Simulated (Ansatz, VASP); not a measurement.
## BP: VASP beside Ansatz

POSCAR

```
BP
1.0
    0.0000000000      2.2690000000      2.3597600000
    2.2690000000      0.0000000000      2.3597600000
    2.2690000000      2.2690000000      0.0000000000
B P
1 1
Direct
    0.0000000000      0.0000000000      0.0000000000
    0.7500000000      0.7500000000      0.7500000000
```

The input INCAR.step1:

```
PREC = Accurate ; ENCUT = 520
ISMEAR = 0 ; SIGMA = 0.05
LREAL = False ; LASPH = True
NELM = 60 ; NBANDS = 11
GGA = PE ; ALGO = Normal
EDIFF = 1E-4 ; LWAVE = True
LCHARG = False
```

The input INCAR.step2:

```
PREC = Accurate ; ENCUT = 520
EDIFF = 1E-6 ; ISMEAR = 0
SIGMA = 0.05 ; LREAL = False
LASPH = True ; NELM = 60
ALGO = Normal ; ISIF = 2
LWAVE = False ; LCHARG = False
METAGGA = R2SCAN ; LMIXTAU = True
NBANDS = 11 ; ISTART = 1
```

The input KPOINTS:

```
Automatic mesh
0
Gamma
  10 10 10
```

Input for Ansatz:

```yaml
crystal:
  lattice:
    - [0.0, 2.269, 2.35976]
    - [2.269, 0.0, 2.35976]
    - [2.269, 2.269, 0.0]
  atoms:
    - { symbol: B, position: [0.0, 0.0, 0.0] }
    - { symbol: P, position: [0.75, 0.75, 0.75] }
basis:
  ecutwfc: 500
kpoints:
  mp_grid: { grid: [10, 10, 10] }
hamiltonian:
  xc: r2scan
scf:
  occupations: { method: gaussian, width: 0.05 }
output:
  forces: true
  stress: true
  eigenvalues: true
```

Change from the starting cell: strain +0.000 along x and y, +0.040 along z, atoms carried along.

Alike in both runs: task single point; functional r2SCAN; k mesh 10 × 10 × 10; occupations gaussian, width 0.05 eV; no spin polarisation.

|  | VASP | Ansatz |
| --- | --- | --- |
| version | VASP 6.6.1 | Ansatz 0.2.0 |
| potentials or method | VASP PAW PBE potentials, release 64 (B, P), cutoff 520 eV | scalar-relativistic, plane waves, PAW |
| valence electrons in the cell | 8 | 8 |

```csv
,VASP,Ansatz,Ansatz less VASP
gap on the k mesh at the Fermi level (eV),1.19,1.16,-0.029
least direct gap on the mesh (eV),3.37,3.33,-0.039
pressure (GPa),-6.8,-6.3,+0.47
"traceless stress, the component that is largest in VASP (GPa)",-7.66,-7.62,+0.034
```

VASP's potentials were made for PBE, not for r2SCAN. The functional is the same, so the differences come from potentials, cutoffs and numerics.
